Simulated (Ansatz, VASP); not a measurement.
Two plane-wave programs on P

```
CELL_PARAMETERS angstrom
-3.28437 0.00000 0.00000
0.00000 0.00000 -4.43691
0.00000 -69.74949 0.00000
ATOMIC_POSITIONS crystal
P 0.00000 0.41738 0.01516
P 0.00000 0.44442 0.51513
P 0.00000 0.55558 0.48487
P 0.00000 0.58262 0.98484
P 0.50000 0.89034 0.48482
P 0.50000 0.91738 0.98484
P 0.50000 0.08262 0.01516
P 0.50000 0.10966 0.51518
```

Change from the starting cell: mode 11 (222.4 1/cm) frozen in, largest displacement -0.120 Å.

Alike in both runs: task single point; functional PBEsol; k mesh 8 × 6 × 1; occupations gaussian, width 0.05 eV; no spin polarisation.

|  | VASP | Ansatz |
| --- | --- | --- |
| version | VASP 6.6.1 | Ansatz 0.2.0 |
| potentials or method | VASP PAW PBE potentials, release 64 (P), cutoff 520 eV | scalar-relativistic, plane waves, PAW |
| valence electrons in the cell | 40 | 40 |

Ansatz gave:

| Property | Result |
| --- | --- |
| gap on the k mesh at the Fermi level (eV) | 0.50 |
| least direct gap on the mesh (eV) | 0.64 |
| rms of the force components (eV/Å) | 0.272 |

Problem. Which values does VASP return?

Solution. gap on the k mesh at the Fermi level (eV): 0.52; least direct gap on the mesh (eV): 0.65; rms of the force components (eV/Å): 0.273.

VASP's potentials were made for PBE, not for PBEsol. Atom by atom the forces differ by 0.013 eV/Å (rms over components).
